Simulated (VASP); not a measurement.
# Y (P6_3/mmc) in VASP: further runs, part 2 of 3

VASP 6.6.1. The steps go on from the part before.

### Step 4. Electric field gradients, LDA (volume scaled by 0.96)

INCAR

```
ALGO     = Normal         # electronic algorithm
EDIFF    = 1E-8           # SCF threshold, eV
ENCUT    = 520            # plane-wave cutoff, eV
GGA      = CA             # functional
ISIF     = 2              # what is computed and relaxed
ISMEAR   = -1             # smearing method
LASPH    = T              # aspherical terms in the spheres
LCHARG   = F              # write CHGCAR
LEFG     = T            
LREAL    = F              # projectors in reciprocal space
LWAVE    = F              # write WAVECAR
NBANDS   = 18             # bands
NELM     = 60             # most SCF steps
PREC     = Accurate       # precision mode
SIGMA    = 0.08           # smearing width, eV
```

KPOINTS

```
k-points
0
Gamma
  12 12 7
```

POSCAR

```
Y
1.0
    3.6021486032      0.0000000000      0.0000000000
   -1.8010743015      3.1195521985      0.0000000000
    0.0000000000      0.0000000000      5.6697229104
Y
2
Direct
    0.3333333333      0.6666666667      0.2500000000
    0.6666666667      0.3333333333      0.7500000000
```

Potentials or basis: VASP PAW LDA potentials, release 64 (Y_sv).

Command:

```bash
$ cat potpaw_LDA.64/Y_sv/POTCAR > POTCAR
$ mpirun -np 1 vasp_std > vasp.out
```

OUTCAR:

```text
EDIFF = 1E-8
   ENCUT = 520
   GGA = CA
   ISIF = 2
   ISMEAR = -1
   LASPH = T
   LREAL = F
   NELM = 60
   PREC = Accurate

 ion  position               nearest neighbor table
   1  0.333  0.667  0.250-   2 3.52   2 3.52   2 3.52   2 3.52   2 3.52   2 3.52
   2  0.667  0.333  0.750-   1 3.52   1 3.52   1 3.52   1 3.52   1 3.52   1 3.52

  LATTYP: Found a hexagonal cell.
 ALAT       =     3.6021486032
 C/A-ratio  =     1.5739836234

  Lattice vectors:

 A1 = (   3.6021486032,   0.0000000000,   0.0000000000)
 A2 = (  -1.8010743015,   3.1195521985,   0.0000000000)
 A3 = (   0.0000000000,   0.0000000000,   5.6697229104)

Analysis of symmetry for initial positions (statically):
=====================================================================
 Subroutine PRICEL returns:
 Original cell was already a primitive cell.

 Routine SETGRP: Setting up the symmetry group for a
 hexagonal supercell.

 Subroutine GETGRP returns: Found 24 space group operations
 (whereof 12 operations were pure point group operations)
 out of a pool of 24 trial point group operations.

The static configuration has the point symmetry D_3d.
 The point group associated with its full space group is D_6h.

Analysis of symmetry for dynamics (positions and initial velocities):
=====================================================================
 Subroutine PRICEL returns:
 Original cell was already a primitive cell.

 Routine SETGRP: Setting up the symmetry group for a
 hexagonal supercell.

 Subroutine GETGRP returns: Found 24 space group operations
 (whereof 12 operations were pure point group operations)
 out of a pool of 24 trial point group operations.

The dynamic configuration has the point symmetry D_3d.
 The point group associated with its full space group is D_6h.

 Subroutine INISYM returns: Found 24 space group operations
 (whereof 12 operations are pure point group operations),
 and found     1 'primitive' translations

----------------------------------------------------------------------------------------

                                     Primitive cell

  volume of cell :      63.7112

  direct lattice vectors                    reciprocal lattice vectors
     3.602148603  0.000000000  0.000000000     0.277612089  0.160279415  0.000000000
    -1.801074301  3.119552199  0.000000000     0.000000000  0.320558829  0.000000000
     0.000000000  0.000000000  5.669722910     0.000000000  0.000000000  0.176375462

  length of vectors
     3.602148603  3.602148603  5.669722910     0.320558829  0.320558829  0.176375462

  position of ions in fractional coordinates (direct lattice)
     0.333333333  0.666666667  0.250000000
     0.666666667  0.333333333  0.750000000

  ion indices of the primitive-cell ions
   primitive index   ion index
                 1           1
                 2           2

----------------------------------------------------------------------------------------

 KPOINTS: k-points

Automatic generation of k-mesh.
[... 73 lines left out ...]
   ISYM   =      2    0-nonsym 1-usesym 2-fastsym
   POTIM  = 0.5000    time-step for ionic-motion
   TEBEG  =    0.0;   TEEND  =   0.0 temperature during run
   PSTRESS=    0.0 pullay stress
   NELECT =      22.0000    total number of electrons
   NUPDOWN=      -1.0000    fix difference up-down
   EMIN   =  10.00;   EMAX   =-10.00  energy-range for DOS
   EFERMI =   0.00;   METHOD = LEGACY
   ISMEAR =    -1;   SIGMA  =   0.08  broadening in eV -4-tet -1-fermi 0-gaus
   EFERMI_NEDOS =   21; number of points for ismear=-14 and -15
   IALGO  =     38    algorithm
   IMIX   =      4    mixing-type and parameters
     AMIX     =   0.40;   BMIX     =  1.00
     AMIX_MAG =   1.60;   BMIX_MAG =  1.00
  volume/ion in A,a.u.               =      31.86       214.97
  Fermi-wavevector in a.u.,A,eV,Ry     =   1.148534  2.170414 17.947855  1.319130
  Thomas-Fermi vector in A             =   2.285208
   LORBIT       =      0    0 simple, 1 ext, 2 COOP (PROOUT), +10 PAW based schemes
   GGA     = CA    functional components
   LHFCALC =     F    Hartree Fock is set to
   AEXX    =    0.0000 exact exchange contribution
   IVDW    =     0    specifies the selected vdW correction
   LEPSILON=     F    determine dielectric tensor
   LRPA    =     F    only Hartree local field effects (RPA)
 non-spin polarized calculation
  energy-cutoff  :      520.00
  volume of cell :       63.71
 maximum number of plane-waves:      1743
 NGX is ok and might be reduce to    28
   NGX = 13   NGY = 13   NGZ = 21

 number of electron      22.0000000 magnetization

 Free energy of the ion-electron system (eV)
  ---------------------------------------------------
  ext. energy  EPLUGINS =         0.00000000
  ---------------------------------------------------
  free energy    TOTEN  =       -13.89603793 eV

  energy without entropy =      -13.81349011  energy(sigma->0) =      -13.85476402

 E-fermi :   2.9794     XC(G=0):  -9.7613

 val. band max:        2.9787486040   @ k =   0.5000   0.0000   0.0000
 cond. band min:       2.9996647894   @ k =   0.3333   0.0833   0.0000
 fundamental gap:      0.0209161854
 Fermi energy:         2.9794053561

 k-point     1 :       0.0000    0.0000    0.0000
  band No.  band energies     occupation
      1     -39.4021      2.00000
      2     -39.3170      2.00000
      3     -19.8465      2.00000
      4     -19.3086      2.00000
      5     -19.3086      2.00000
      6     -19.2099      2.00000
[... 481 lines left out ...]
      5     -19.5357      2.00000
      6     -19.4023      2.00000
[... 10 lines left out ...]
     17       6.9062      0.00000
     18       7.1194      0.00000

 [... further k-points ...]

------------------------ aborting loop because EDIFF is reached ----------------------------------------

  FORCE on cell =-STRESS in cart. coord.  units (eV):
  Direction    XX          YY          ZZ          XY          YZ          ZX
  --------------------------------------------------------------------------------------
  -------------------------------------------------------------------------------------
  Total       -0.9631265     -0.9631265     -1.1745658     -0.0000000      0.0000000      0.0000000
  in kB      -24.2202263    -24.2202263    -29.5373957     -0.0000000      0.0000000      0.0000000
  external PRESSURE =     -25.9926161 kB  Pullay stress =       0.0000000 kB

 VOLUME and BASIS-vectors are now :
 -----------------------------------------------------------------------------
  energy-cutoff  :      520.00
  volume of cell :       63.71
      direct lattice vectors                 reciprocal lattice vectors
     3.602148603  0.000000000  0.000000000     0.277612089  0.160279415  0.000000000
    -1.801074301  3.119552199  0.000000000     0.000000000  0.320558829  0.000000000
     0.000000000  0.000000000  5.669722910     0.000000000  0.000000000  0.176375462

 POSITION                                       TOTAL-FORCE (eV/Angst)
 -----------------------------------------------------------------------------------
     -0.00000      2.07970      1.41743         0.000000     -0.000000      0.000000
      1.80107      1.03985      4.25229        -0.000000      0.000000      0.000000
 -----------------------------------------------------------------------------------
    total drift:                               -0.000000      0.000000     -0.000000

  FREE ENERGIE OF THE ION-ELECTRON SYSTEM (eV)
  ---------------------------------------------------
  free  energy   TOTEN  =       -13.8960379269 eV

  energy  without entropy=      -13.8134901101  energy(sigma->0) =      -13.85476402

 Electric field gradients (V/A^2)
---------------------------------------------------------------------
 ion       V_xx      V_yy      V_zz      V_xy      V_xz      V_yz
---------------------------------------------------------------------
   1     -13.165   -13.165    26.330     0.000     0.000    -0.000
   2     -13.165   -13.165    26.330     0.000    -0.000     0.000
---------------------------------------------------------------------

 Electric field gradients after diagonalization (V/A^2)
 (convention: |V_zz| > |V_xx| > |V_yy|)
----------------------------------------------------------------------
 ion       V_xx      V_yy      V_zz     asymmetry (V_yy - V_xx)/ V_zz
----------------------------------------------------------------------
   1     -13.165   -13.165    26.330       0.000
   2     -13.165   -13.165    26.330       0.000
----------------------------------------------------------------------

           NMR quadrupolar parameters

 Cq : quadrupolar parameter    Cq=e*Q*V_zz/h
 eta: asymmetry parameters     (V_yy - V_xx)/ V_zz
 Q  : nuclear electric quadrupole moment in mb (millibarn)
----------------------------------------------------------------------
 ion       Cq(MHz)       eta       Q (mb)
----------------------------------------------------------------------
   1       0.064       0.000       1.000
   2       0.064       0.000       1.000
----------------------------------------------------------------------
```

It took 44 s on 1 thread of Intel Xeon Platinum 8488C (Sapphire Rapids), shared host; peak memory 0.21 GiB.

Results:

```yaml
Free_energy: -13.8960 eV
Pressure: -2.6 GPa
Band_gap_on_the_k_mesh: zero (band 11 reaches 4.02 eV, above the bottom of band 12 at 2.57 eV)
```

Electric field gradients, principal values (V/Å²):
| atom | least | middle | greatest (by size) |
| --- | --- | --- | --- |
| 1 Y | -13.165 | -13.165 | 26.330 |
| 2 Y | -13.165 | -13.165 | 26.330 |

Caveat: without QUAD_EFG the Cq values of the log hold for a quadrupole moment of 1 mb, not for the nuclei.

### Step 5. Electric field gradients, LDA (volume scaled by 0.99)

INCAR

```
SYSTEM = Y
ALGO = Normal ; EDIFF = 1E-8
ENCUT = 520 ; ISIF = 2
ISMEAR = -1 ; LASPH = .True.
LCHARG = .False. ; LEFG = .True.
LREAL = .False. ; LWAVE = .False.
NBANDS = 18 ; NELM = 100
PREC = Accurate ; SIGMA = 0.08
```

KPOINTS

```
k-points
0
Gamma
  12 12 7
  0 0 0
```

POSCAR

```
Y
1.0
    3.6392867738      0.0000000000      0.0000000000
   -1.8196433869      3.1517147978      0.0000000000
    0.0000000000      0.0000000000      5.7281777828
Y
2
Direct
    0.3333333333      0.6666666667      0.2500000000
    0.6666666667      0.3333333333      0.7500000000
```

Potentials or basis: VASP PAW LDA potentials, release 64 (Y_sv).

Command:

```bash
$ cat potpaw_LDA.64/Y_sv/POTCAR > POTCAR
$ mpirun -np 1 vasp_std > vasp.out
```

OUTCAR:

```text
SYSTEM = Y
   EDIFF = 1E-8
   ENCUT = 520
   ISIF = 2
   ISMEAR = -1
   LASPH = .True.
   LREAL = .False.
   NELM = 100
   PREC = Accurate

 ion  position               nearest neighbor table
   1  0.333  0.667  0.250-   2 3.55   2 3.55   2 3.55   2 3.55   2 3.55   2 3.55
   2  0.667  0.333  0.750-   1 3.55   1 3.55   1 3.55   1 3.55   1 3.55   1 3.55

  LATTYP: Found a hexagonal cell.
 ALAT       =     3.6392867738
 C/A-ratio  =     1.5739836234

  Lattice vectors:

 A1 = (   3.6392867738,   0.0000000000,   0.0000000000)
 A2 = (  -1.8196433869,   3.1517147978,   0.0000000000)
 A3 = (   0.0000000000,   0.0000000000,   5.7281777828)

Analysis of symmetry for initial positions (statically):
=====================================================================
 Subroutine PRICEL returns:
 Original cell was already a primitive cell.

 Routine SETGRP: Setting up the symmetry group for a
 hexagonal supercell.

 Subroutine GETGRP returns: Found 24 space group operations
 (whereof 12 operations were pure point group operations)
 out of a pool of 24 trial point group operations.

The static configuration has the point symmetry D_3d.
 The point group associated with its full space group is D_6h.

Analysis of symmetry for dynamics (positions and initial velocities):
=====================================================================
 Subroutine PRICEL returns:
 Original cell was already a primitive cell.

 Routine SETGRP: Setting up the symmetry group for a
 hexagonal supercell.

 Subroutine GETGRP returns: Found 24 space group operations
 (whereof 12 operations were pure point group operations)
[... 161 lines left out ...]
      2     -39.5539      2.00000
      3     -20.0335      2.00000
      4     -19.5486      2.00000
      5     -19.5486      2.00000
      6     -19.4588      2.00000
[... 481 lines left out ...]
      5     -19.7527      2.00000
      6     -19.6331      2.00000
[... 10 lines left out ...]
     17       6.6410      0.00000
     18       6.8475      0.00000

 [... further k-points ...]

------------------------ aborting loop because EDIFF is reached ----------------------------------------

  FORCE on cell =-STRESS in cart. coord.  units (eV):
  Direction    XX          YY          ZZ          XY          YZ          ZX
  --------------------------------------------------------------------------------------
  -------------------------------------------------------------------------------------
  Total       -1.4277676     -1.4277676     -1.6634997      0.0000000     -0.0000000      0.0000000
  in kB      -34.8167667    -34.8167667    -40.5652000      0.0000000     -0.0000000      0.0000000
  external PRESSURE =     -36.7329112 kB  Pullay stress =       0.0000000 kB

 VOLUME and BASIS-vectors are now :
 -----------------------------------------------------------------------------
  energy-cutoff  :      520.00
  volume of cell :       65.70
      direct lattice vectors                 reciprocal lattice vectors
     3.639286774  0.000000000  0.000000000     0.274779115  0.158643796  0.000000000
    -1.819643387  3.151714798  0.000000000     0.000000000  0.317287592  0.000000000
     0.000000000  0.000000000  5.728177783     0.000000000  0.000000000  0.174575587

 POSITION                                       TOTAL-FORCE (eV/Angst)
 -----------------------------------------------------------------------------------
     -0.00000      2.10114      1.43204        -0.000000      0.000000      0.000000
      1.81964      1.05057      4.29613         0.000000     -0.000000      0.000000
 -----------------------------------------------------------------------------------
    total drift:                                0.000000     -0.000000      0.000000

  FREE ENERGIE OF THE ION-ELECTRON SYSTEM (eV)
  ---------------------------------------------------
  free  energy   TOTEN  =       -13.8570569118 eV

  energy  without entropy=      -13.7732945460  energy(sigma->0) =      -13.81517573

 Electric field gradients (V/A^2)
---------------------------------------------------------------------
 ion       V_xx      V_yy      V_zz      V_xy      V_xz      V_yz
---------------------------------------------------------------------
   1     -12.586   -12.586    25.172     0.000    -0.000     0.000
   2     -12.586   -12.586    25.172     0.000     0.000    -0.000
---------------------------------------------------------------------

 Electric field gradients after diagonalization (V/A^2)
 (convention: |V_zz| > |V_xx| > |V_yy|)
----------------------------------------------------------------------
 ion       V_xx      V_yy      V_zz     asymmetry (V_yy - V_xx)/ V_zz
----------------------------------------------------------------------
   1     -12.586   -12.586    25.172       0.000
   2     -12.586   -12.586    25.172       0.000
----------------------------------------------------------------------

           NMR quadrupolar parameters

 Cq : quadrupolar parameter    Cq=e*Q*V_zz/h
 eta: asymmetry parameters     (V_yy - V_xx)/ V_zz
 Q  : nuclear electric quadrupole moment in mb (millibarn)
----------------------------------------------------------------------
 ion       Cq(MHz)       eta       Q (mb)
----------------------------------------------------------------------
   1       0.061       0.000       1.000
   2       0.061       0.000       1.000
----------------------------------------------------------------------
```

stdout:

```text
POSCAR found type information on POSCAR Y
 POSCAR found :  1 types and       2 ions
 scaLAPACK will be used
 LDA part: xc-table for (Slater(with rela. corr.)+CA(PZ))
 , standard interpolation
 POSCAR, INCAR and KPOINTS ok, starting setup
 FFT: planning ... GRIDC
 FFT: planning ... GRID_SOFT
 FFT: planning ... GRID
 WAVECAR not read
 entering main loop
ion   1

ion   2
```

Wall time 51 s (1 thread of Intel Xeon Platinum 8488C (Sapphire Rapids), shared host); peak memory 0.22 GiB.

What came out:

```
Free energy            : -13.8571 eV
Pressure               : -3.7 GPa
Band gap on the k mesh : zero (band 11 reaches 3.77 eV, above the bottom of band 12 at 2.42 eV)
```

Stress tensor (GPa, compression positive):
```
-3.48  0.00  0.00
 0.00 -3.48  0.00
 0.00  0.00 -4.06
```

Levels at points of the mesh, in eV from the Fermi level:
```tsv
k point	band 9	band 10	band 11	band 12	band 13	band 14
(0.00, 0.00, 0.00)	-4.68	-1.89	0.95	1.70	1.70	1.96
(0.50, 0.00, 0.00)	-1.68	-1.20	-0.83	-0.05	1.37	1.42
```

Electric field gradients, principal values (V/Å²):
| atom | least | middle | greatest (by size) |
| --- | --- | --- | --- |
| 1 Y | -12.586 | -12.586 | 25.172 |
| 2 Y | -12.586 | -12.586 | 25.172 |

Caveat: without QUAD_EFG the Cq values of the log hold for a quadrupole moment of 1 mb, not for the nuclei.

(Part 2 of 3 ends here.)
